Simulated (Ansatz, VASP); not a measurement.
# SnS2 in VASP and in Ansatz

```xyz
3
Lattice="3.6608 0.0000 0.0000 -1.8304 3.1703 0.0000 0.0000 0.0000 5.9618" Properties=species:S:1:pos:R:3 pbc="T T T"
Sn    0.0000    0.0000    0.0000
S     0.0000    2.1135    1.4642
S     1.8304    1.0568    4.4976
```

Alike in both runs: task single point; functional PBE0; k mesh 6 × 6 × 4; no spin polarisation.

```csv
,VASP,Ansatz
version,VASP 6.6.1,Ansatz 0.2.0
potentials or method,"VASP PAW PBE potentials, release 64 (Sn_d, S)","plane waves, PAW"
plane-wave cutoff (eV),400,420
occupations,"gaussian, width 0.01 eV",fixed
valence electrons in the cell,26,26
```

```tsv
	VASP	Ansatz	Ansatz less VASP
gap on the k mesh at the Fermi level (eV)	3.11	3.09	-0.021
pressure (GPa)	-0.5	-0.3	+0.20
rms of the force components (eV/Å)	0.137	0.134	-0.0029
```

Atom by atom the forces differ by 0.003 eV/Å (rms over components). Ansatz's warnings: stress exchange threshold loose, stress scf threshold loose.
